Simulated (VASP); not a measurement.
A run of VASP 6.6.1 is set up as follows.

INCAR

```
SYSTEM = TaN
PREC = Accurate
ENCUT = 700
EDIFF = 1E-6
ISMEAR = -1
SIGMA = 0.1
LREAL = .False.
LASPH = .True.
NELM = 120
ALGO = Normal
ISIF = 2
LWAVE = .False.
LCHARG = .False.
NBANDS = 36
GGA_COMPAT = .False.
```

File KPOINTS:

```
Automatic mesh
0
Gamma
  5 5 8
  0 0 0
```

File POSCAR:

```
TaN
1.0
    5.1403598850      0.0000000000      0.0000000000
   -2.5701799425      4.4516822450      0.0000000000
    0.0000000000      0.0000000000      2.8694131804
Ta N
3 3
Direct
    0.3333333333      0.6666666667      0.5000000000
    0.6666666667      0.3333333333      0.5000000000
    0.0000000000      0.0000000000      0.0000000000
    0.3933360659      0.0000000000      0.0000000000
    0.6066639341      0.6066639341      0.0000000000
    0.0000000000      0.3933360659      0.0000000000
```

Potentials or basis: VASP PAW LDA potentials, release 64 (Ta_sv_GW, N).

The run is started by

```bash
$ cat potpaw_LDA.64/Ta_sv_GW/POTCAR potpaw_LDA.64/N/POTCAR > POTCAR
$ mpirun -np 1 vasp_std > vasp.out
```

Task: What does it give for the largest force?

Result: 0.017 eV/Å.

Task: What does it give for the pressure?

Result: 3.1 GPa.

Forces in eV/Å, atoms in the order of the input:
```
Ta   0.000  0.000  0.000
Ta   0.000  0.000  0.000
Ta   0.000  0.000  0.000
N    0.017  0.000  0.000
N   -0.009 -0.015  0.000
N   -0.009  0.015  0.000
```

Caveat: the cell stands under pressure.
